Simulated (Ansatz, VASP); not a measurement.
Au: VASP beside Ansatz

```
Au
1.0
     0.00000    2.74703    2.74703
     2.74703    0.00000    2.74703
     2.74703    2.74703    0.00000
Au
2
Direct
  0.50000 0.50000 0.50000
  0.75000 0.75000 0.75000
```

Alike in both runs: task relaxation of cell and atoms; functional r2SCAN; k mesh 6 × 6 × 6; occupations gaussian, width 0.1 eV; no spin polarisation.

```csv
,VASP,Ansatz
version,VASP 6.6.1,Ansatz 0.2.0
potentials or method,"VASP PAW PBE potentials, release 64 (Au), cutoff 600 eV","scalar-relativistic, plane waves, PAW"
valence electrons in the cell,22,38
```

```csv
,VASP,Ansatz,Ansatz less VASP
"gap on the k mesh at the Fermi level, each at its own relaxed structure (eV)",none,none,-
relaxed volume (Å³/atom),28.19,28.15,-0.045
relaxed length of the cell vector where the two differ most in proportion (Å),4.304,4.302,-0.0023
```

VASP's potentials were made for PBE, not for r2SCAN. A gap of «none» marks a metal or a gap that the smearing closes. VASP's potentials hold 22 valence electrons a cell and Ansatz's 38, so a difference there can come from the potentials and not from the codes.

Spin-orbit coupling is off throughout. Noted on VASP's run: the volume moved by over 15 % at a fixed basis, so the end points are rough.
